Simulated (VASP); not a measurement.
# As (R-3m) in VASP: notebook, part 2 of 2

VASP 6.6.1.

### 4 Single point, r2SCAN

Contents of POSCAR:

```
As
1.0
    1.7950784285      1.0363890139      5.0542643309
   -1.7950784285      1.0363890139      5.0542643309
    0.0000000000     -2.0727780278      5.0542643309
As
2
Direct
    0.7883402482      0.7883402482      0.7883402482
    0.2116597518      0.2116597518      0.2116597518
```

Contents of INCAR.step1:

```
  PREC = Accurate
  ENCUT = 520
  ISMEAR = 1
  SIGMA = 0.6
  LREAL = F
  LASPH = T
  NELM = 100
  NBANDS = 12
  GGA = PE
  ALGO = Normal
  EDIFF = 1E-4
  LWAVE = T
  LCHARG = F
```

Contents of INCAR.step2:

```
  PREC = Accurate
  ENCUT = 520
  EDIFF = 1E-6
  ISMEAR = 1
  SIGMA = 0.6
  LREAL = F
  LASPH = T
  NELM = 100
  ALGO = Normal
  ISIF = 2
  LWAVE = F
  LCHARG = T
  METAGGA = R2SCAN
  LMIXTAU = T
  LELF = T
  LVHAR = T
  NBANDS = 12
  ISTART = 1
```

Contents of KPOINTS:

```
regular mesh
0
Gamma
  10 10 10
```

Potentials or basis: VASP PAW PBE potentials, release 64 (As).

Run with:

```console
cat potpaw_PBE.64/As/POTCAR > POTCAR
cp INCAR.step1 INCAR
mpirun -np 1 vasp_std > vasp.out
cp INCAR.step2 INCAR
mpirun -np 1 vasp_std > vasp.out
```

OUTCAR:

```text
PREC = Accurate
   ENCUT = 520
   EDIFF = 1E-6
   ISMEAR = 1
   LREAL = F
   LASPH = T
   NELM = 100
   ISIF = 2
   METAGGA = R2SCAN
   ISTART = 1

 ion  position               nearest neighbor table
   1  0.788  0.788  0.788-   2 2.48   2 2.48   2 2.48
   2  0.212  0.212  0.212-   1 2.48   1 2.48   1 2.48

  LATTYP: Found a trigonal (rhomboedric) cell.
 ALAT       =     5.4627828695
 COS(alpha) =     0.7840421605

  Lattice vectors:

 A1 = (   1.7950784285,   1.0363890139,   5.0542643309)
 A2 = (  -1.7950784285,   1.0363890139,   5.0542643309)
 A3 = (   0.0000000000,  -2.0727780278,   5.0542643309)

Analysis of symmetry for initial positions (statically):
=====================================================================
 Subroutine PRICEL returns:
 Original cell was already a primitive cell.

 Routine SETGRP: Setting up the symmetry group for a
 trigonal (rhombohedral) supercell.

 Subroutine GETGRP returns: Found 12 space group operations
 (whereof 12 operations were pure point group operations)
[... 175 lines left out ...]
      2      -5.1101      2.00000
      3       0.3527      2.00000
      4       1.7014      2.00513
      5       1.7014      2.00513
      6       4.5936     -0.00224
      7       5.6372     -0.00000
      8       5.6372     -0.00000
      9      11.2427     -0.00000
     10      12.2821     -0.00000
     11      12.2821     -0.00000
     12      12.7819     -0.00000
[... 331 lines left out ...]
 k-point    24 :       0.4000    0.3000   -0.0000
  band No.  band energies     occupation
      1     -10.6472      2.00000
      2      -6.5112      2.00000
      3      -1.9668      2.00000
      4      -0.6469      2.00000
      5       0.7901      2.00000
      6       4.7239     -0.00080
      7       6.2159     -0.00000
      8       6.4263     -0.00000
      9       9.7314     -0.00000
     10      11.9972     -0.00000
     11      12.9759     -0.00000
     12      13.7413     -0.00000

 [... further k-points ...]

------------------------ aborting loop because EDIFF is reached ----------------------------------------

  FORCE on cell =-STRESS in cart. coord.  units (eV):
  Direction    XX          YY          ZZ          XY          YZ          ZX
  --------------------------------------------------------------------------------------
  -------------------------------------------------------------------------------------
  Total        0.0161625      0.0161625      0.1061842      0.0000000     -0.0000000      0.0000000
  in kB        0.4589913      0.4589913      3.0154712      0.0000000     -0.0000000      0.0000000
  external PRESSURE =       1.3111512 kB  Pullay stress =       0.0000000 kB

 VOLUME and BASIS-vectors are now :
 -----------------------------------------------------------------------------
  energy-cutoff  :      520.00
  volume of cell :       56.42
      direct lattice vectors                 reciprocal lattice vectors
     1.795078429  1.036389014  5.054264331     0.278539362  0.160814776  0.065950910
    -1.795078429  1.036389014  5.054264331    -0.278539362  0.160814776  0.065950910
     0.000000000 -2.072778028  5.054264331     0.000000000 -0.321629551  0.065950910

 POSITION                                       TOTAL-FORCE (eV/Angst)
 -----------------------------------------------------------------------------------
      0.00000      0.00000     11.95344         0.000000      0.000000     -0.064198
      0.00000      0.00000      3.20935         0.000000      0.000000      0.064198
 -----------------------------------------------------------------------------------
    total drift:                               -0.000000     -0.000000      0.000000

  FREE ENERGIE OF THE ION-ELECTRON SYSTEM (eV)
  ---------------------------------------------------
  free  energy   TOTEN  =       -29.4128717477 eV

  energy  without entropy=      -29.4330618829  energy(sigma->0) =      -29.41960179
```

OUTCAR.step1:

```text
PREC = Accurate
   ENCUT = 520
   ISMEAR = 1
   LREAL = F
   LASPH = T
[... 582 lines left out ...]
 -----------------------------------------------------------------------------------
      0.00000      0.00000     11.95344         0.000000     -0.000000     -0.445298
      0.00000      0.00000      3.20935         0.000000      0.000000      0.445298
 -----------------------------------------------------------------------------------
    total drift:                               -0.000000     -0.000000      0.000000

  FREE ENERGIE OF THE ION-ELECTRON SYSTEM (eV)
  ---------------------------------------------------
  free  energy   TOTEN  =        -9.3106631818 eV

  energy  without entropy=       -9.3336516113  energy(sigma->0) =       -9.31832599
```

Wall time 9.7 min (1 thread of Intel Xeon 8259CL, shared host); peak memory 0.31 GiB.

Results:

```
Free energy            : -29.4129 eV
Pressure               : 0.1 GPa
Largest force          : 0.064 eV/Å
Band gap on the k mesh : 0.60 eV (least direct gap 1.15 eV)
```

Forces in eV/Å, atoms in the order of the input:
```
As   0.000  0.000 -0.064
As   0.000  0.000  0.064
```

Caveat: so wide a smearing shifts energies and pressures; the PAW data sets were made with another functional, which shifts forces and pressure a little. A k mesh can miss the band edges.

### 5 Single point, r2SCAN

POSCAR is that of step 4.

Contents of INCAR.step1:

```
PREC = Accurate
ENCUT = 520
ISMEAR = 1
SIGMA = 1.0
LREAL = False
LASPH = True
NELM = 60
NBANDS = 12
GGA = PE
ALGO = Normal
EDIFF = 1E-4
LWAVE = True
LCHARG = False
```

Contents of INCAR.step2:

```
PREC = Accurate
ENCUT = 520
EDIFF = 1E-7
ISMEAR = 1
SIGMA = 1.0
LREAL = False
LASPH = True
NELM = 60
ALGO = Normal
ISIF = 2
LWAVE = False
LCHARG = False
METAGGA = R2SCAN
LMIXTAU = True
NBANDS = 12
ISTART = 1
```

KPOINTS is that of step 4.

Run with:

```console
cat potpaw_PBE.64/As/POTCAR > POTCAR
cp INCAR.step1 INCAR
mpirun -np 1 vasp_std > vasp.out
cp INCAR.step2 INCAR
mpirun -np 1 vasp_std > vasp.out
```

Wall time 11 min (1 thread of Intel Xeon 8259CL, shared host); peak memory 0.31 GiB.

The run converged. Its results:

```
Free energy            : -29.3830 eV
Pressure               : 0.0 GPa
Largest force          : 0.033 eV/Å
Band gap on the k mesh : 0.60 eV (least direct gap 1.15 eV)
```

Forces on the atoms (eV/Å):
```
As   0.000  0.000 -0.033
As   0.000  0.000  0.033
```

Stress tensor (GPa, compression positive):
```
-0.03  0.00  0.00
 0.00 -0.03  0.00
 0.00  0.00  0.08
```

Levels at points of the mesh, in eV from the valence-band top:
| k point | band 2 | band 3 | band 4 | band 5 | band 6 | band 7 | band 8 | band 9 |
| --- | --- | --- | --- | --- | --- | --- | --- | --- |
| (0.00, 0.00, 0.00) | -7.85 | -2.39 | -1.04 | -1.04 | 1.86 | 2.90 | 2.90 | 8.50 |
| (0.50, 0.00, 0.00) | -10.48 | -4.27 | -2.97 | -2.03 | 0.95 | 1.71 | 3.71 | 6.01 |
| (0.50, 0.50, 0.00) | -10.36 | -4.61 | -3.06 | -2.94 | 1.67 | 3.76 | 4.29 | 6.38 |
| (0.50, 0.50, 0.50) | -8.58 | -1.02 | -1.02 | 0.00 | 1.15 | 2.74 | 2.74 | 6.68 |

Caveat: so wide a smearing shifts energies and pressures; the PAW data sets were made with another functional, which shifts forces and pressure a little. A k mesh can miss the band edges.

### 6 Single point, r2SCAN

POSCAR is that of step 5.

Contents of INCAR.step1:

```
SYSTEM = As
PREC = Accurate
ENCUT = 520
ISMEAR = 1
SIGMA = 0.1
LREAL = .False.
LASPH = .True.
NELM = 60
NBANDS = 12
GGA = PE
ALGO = Normal
EDIFF = 1E-4
LWAVE = .True.
LCHARG = .False.
```

Contents of INCAR.step2:

```
SYSTEM = As
PREC = Accurate
ENCUT = 520
EDIFF = 1E-6
ISMEAR = 1
SIGMA = 0.1
LREAL = .False.
LASPH = .True.
NELM = 60
ALGO = Normal
ISIF = 2
LWAVE = .False.
LCHARG = .False.
METAGGA = R2SCAN
LMIXTAU = .True.
NBANDS = 12
ISTART = 1
```

Contents of KPOINTS:

```
regular mesh
0
Gamma
  10 10 10
  0 0 0
```

Potentials or basis: VASP PAW PBE potentials, release 64 (As).

Run with:

```console
cat potpaw_PBE.64/As/POTCAR > POTCAR
cp INCAR.step1 INCAR
mpirun -np 1 vasp_std > vasp.out
cp INCAR.step2 INCAR
mpirun -np 1 vasp_std > vasp.out
```

OUTCAR:

```text
SYSTEM = As
   PREC = Accurate
   ENCUT = 520
   EDIFF = 1E-6
   ISMEAR = 1
   LREAL = .False.
   LASPH = .True.
   NELM = 60
   ISIF = 2
   METAGGA = R2SCAN
   ISTART = 1

 ion  position               nearest neighbor table
   1  0.788  0.788  0.788-   2 2.48   2 2.48   2 2.48
   2  0.212  0.212  0.212-   1 2.48   1 2.48   1 2.48

  LATTYP: Found a trigonal (rhomboedric) cell.
 ALAT       =     5.4627828695
 COS(alpha) =     0.7840421605

  Lattice vectors:

[... 548 lines left out ...]
------------------------ aborting loop because EDIFF is reached ----------------------------------------

  FORCE on cell =-STRESS in cart. coord.  units (eV):
  Direction    XX          YY          ZZ          XY          YZ          ZX
  --------------------------------------------------------------------------------------
  -------------------------------------------------------------------------------------
  Total        0.0240988      0.0240988      0.0941689      0.0000000      0.0000000      0.0000000
  in kB        0.6843685      0.6843685      2.6742552      0.0000000      0.0000000      0.0000000
  external PRESSURE =       1.3476641 kB  Pullay stress =       0.0000000 kB

 VOLUME and BASIS-vectors are now :
 -----------------------------------------------------------------------------
  energy-cutoff  :      520.00
  volume of cell :       56.42
      direct lattice vectors                 reciprocal lattice vectors
     1.795078429  1.036389014  5.054264331     0.278539362  0.160814776  0.065950910
    -1.795078429  1.036389014  5.054264331    -0.278539362  0.160814776  0.065950910
     0.000000000 -2.072778028  5.054264331     0.000000000 -0.321629551  0.065950910

 POSITION                                       TOTAL-FORCE (eV/Angst)
 -----------------------------------------------------------------------------------
      0.00000      0.00000     11.95344         0.000000      0.000000     -0.061929
      0.00000      0.00000      3.20935         0.000000     -0.000000      0.061929
 -----------------------------------------------------------------------------------
    total drift:                               -0.000000     -0.000000      0.000000

  FREE ENERGIE OF THE ION-ELECTRON SYSTEM (eV)
  ---------------------------------------------------
  free  energy   TOTEN  =       -29.4184313566 eV

  energy  without entropy=      -29.4185300533  energy(sigma->0) =      -29.41846426
```

OUTCAR.step1:

```text
SYSTEM = As
   PREC = Accurate
   ENCUT = 520
   ISMEAR = 1
   LREAL = .False.
   LASPH = .True.
[... 583 lines left out ...]
      0.00000      0.00000     11.95344         0.000000      0.000000     -0.451792
      0.00000      0.00000      3.20935         0.000000     -0.000000      0.451792
 -----------------------------------------------------------------------------------
    total drift:                               -0.000000     -0.000000      0.000000

  FREE ENERGIE OF THE ION-ELECTRON SYSTEM (eV)
  ---------------------------------------------------
  free  energy   TOTEN  =        -9.3172352089 eV

  energy  without entropy=       -9.3173495735  energy(sigma->0) =       -9.31727333
```

It took 9.2 min on 1 thread of Intel Xeon 8259CL, shared host; peak memory 0.31 GiB.

Results:

| Item | Value |
| --- | --- |
| Free energy | -29.4184 eV |
| Pressure | 0.1 GPa |
| Largest force | 0.062 eV/Å |
| Band gap on the k mesh | 0.60 eV (least direct gap 1.15 eV) |

Forces in eV/Å, atoms in the order of the input:
```
As   0.000  0.000 -0.062
As   0.000  0.000  0.062
```

Stress tensor (GPa, compression positive):
```
0.07 0.00 0.00
0.00 0.07 0.00
0.00 0.00 0.27
```

Caveat: the PAW data sets were made with another functional, which shifts forces and pressure a little. A k mesh can miss the band edges.

### 7 Summary

| smearing | gap on the mesh (eV) | pressure (GPa) | largest force (eV/Å) |
| --- | --- | --- | --- |
| methfessel-paxton 0.2 eV | 0.60 | 0.1 | 0.06 |
| methfessel-paxton 0.3 eV | 0.60 | 0.1 | 0.06 |
| methfessel-paxton 0.6 eV | 0.60 | 0.1 | 0.06 |
| methfessel-paxton 1 eV | 0.60 | 0.0 | 0.03 |
| methfessel-paxton 0.1 eV | 0.60 | 0.1 | 0.06 |

Alike in all rows: task single point; level r2SCAN; potentials or basis VASP PAW PBE potentials, release 64 (As); no spin polarisation; cell as given; k mesh 10 × 10 × 10; cutoff (eV) 520.

Caveats: the PAW data sets were made with another functional, which shifts forces and pressure a little; so wide a smearing shifts energies and pressures (at least some runs).

Absolute energies hang on the potentials; compare differences alone.
